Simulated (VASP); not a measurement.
CuO:

```
CELL_PARAMETERS angstrom
4.17442 0.00000 0.33057
0.00000 4.15212 0.00000
-0.41249 0.00000 5.20160
ATOMIC_POSITIONS crystal
Cu 0.25000 0.25000 0.00000
Cu 0.25000 0.75000 0.50000
Cu 0.75000 0.75000 0.00000
Cu 0.75000 0.25000 0.50000
O 0.50000 0.99996 0.25000
O 0.50000 0.00004 0.75000
O 0.00000 0.49996 0.25000
O 0.00000 0.50004 0.75000
```

Base run:

```yaml
Program: VASP 6.6.1
Functional: PBE
Potentials_or_basis: VASP PAW PBE potentials, release 64 (Cu, O)
Cutoff: 520 eV
k_mesh: 6 × 6 × 4
Occupations: gaussian, width 0.05 eV
Spin: collinear spin
Starting_moments: "[1.0, 1.0, -1.0, -1.0, 0.0, 0.0, 0.0, 0.0] μB"
Hubbard_terms: Cu d U = 4.0 eV
```

Its results: pressure -2.8 GPa; net moment 0.00 μB per cell; site moments Cu +0.60, -0.60 (each value once); O +0.00 μB.

Question: The run is repeated on the same cell with these changes: moments at the start from [1.0, 1.0, -1.0, -1.0, 0.0, 0.0, 0.0, 0. to [1.0, 1.0, 1.0, 1.0, 0.0, 0.0, 0.0, 0.0]. What comes out?

Answer: Pressure -2.7 GPa; net moment 3.91 μB per cell; site moments Cu +0.63; O +0.31 μB.
